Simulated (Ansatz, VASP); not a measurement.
**One calculation of Si2Mo, two programs**

Contents of INCAR:

```
SYSTEM = Si2Mo
ALGO = Normal
EDIFF = 1E-6
ENCUT = 520
GGA = PE
ISIF = 2
ISMEAR = -1
LASPH = .TRUE.
LCHARG = .TRUE.
LELF = .TRUE.
LREAL = .FALSE.
LVHAR = .TRUE.
LWAVE = .FALSE.
NBANDS = 18
NELM = 80
PREC = Accurate
SIGMA = 0.05
```

Contents of KPOINTS:

```
k-points
0
G
  12 12 12
  0 0 0
```

The input POSCAR:

```
Si2Mo
1.0
   -1.6000000000      1.6000000000      3.9305000000
    1.6000000000     -1.6000000000      3.9305000000
    1.6000000000      1.6000000000     -3.9305000000
Mo Si
1 2
Direct
    0.0000000000      0.0000000000      0.0000000000
    0.6670000000      0.6670000000      0.0000000000
    0.3330000000      0.3330000000      0.0000000000
```

File input.yaml:

```yaml
crystal:
  lattice:
    - [-1.6, 1.6, 3.9305]
    - [1.6, -1.6, 3.9305]
    - [1.6, 1.6, -3.9305]
  atoms:
    - { symbol: Mo, position: [0.0, 0.0, 0.0] }
    - { symbol: Si, position: [0.667, 0.667, 0.0] }
    - { symbol: Si, position: [0.333, 0.333, 0.0] }
hamiltonian:
  xc: pbe
  pseudopotentials: { kind: paw }
kpoints:
  mp_grid: { grid: [12, 12, 12] }
  band_path:
    path:
      - [[0.0, 0.0, 0.0], [-0.5, 0.5, 0.0], [-0.5, 0.5, -0.0828541695], [-0.2914270847, 0.2914270847, -0.2914270847], [0.0, 0.0, 0.0], [0.5, 0.5, -0.5], [0.2914270847, 0.7085729153, -0.7085729153], [0.0, 0.5, -0.5], [-0.25, 0.75, -0.25], [0.0828541695, 0.9171458305, -0.5], [0.5, 0.5, -0.5]]
      - [[-0.5, 0.5, 0.0], [-0.25, 0.75, -0.25]]
    npoints: 14
scf:
  occupations: { method: fermi_dirac, width: 0.05 }
  n_extra_bands: 7
output:
  forces: true
  stress: true
  eigenvalues: true
  fatbands: false
```

Alike in both runs: functional PBE; k mesh 12 × 12 × 12; occupations fermi-dirac, width 0.05 eV; no spin polarisation.

```csv
,VASP,Ansatz
version,VASP 6.6.1,Ansatz 0.2.0
potentials or method,"VASP PAW PBE potentials, release 64 (Mo_sv, Si)",Ansatz PAW
plane-wave cutoff (eV),520,420
valence electrons in the cell,22,22
task,single point,band structure
```

Ansatz gave:

| Quantity | Value |
| --- | --- |
| gap on the k mesh at the Fermi level (eV) | none |
| pressure (GPa) | 2.2 |
| traceless stress, the component that is largest in VASP (GPa) | -0.78 |
| rms of the force components (eV/Å) | 0.132 |

Task: Which values does VASP return?

Result: gap on the k mesh at the Fermi level (eV): none; pressure (GPa): 2.4; traceless stress, the component that is largest in VASP (GPa): -0.79; rms of the force components (eV/Å): 0.129.

Atom by atom the forces differ by 0.002 eV/Å (rms over components). A gap of «none» marks a metal or a gap that the smearing closes.
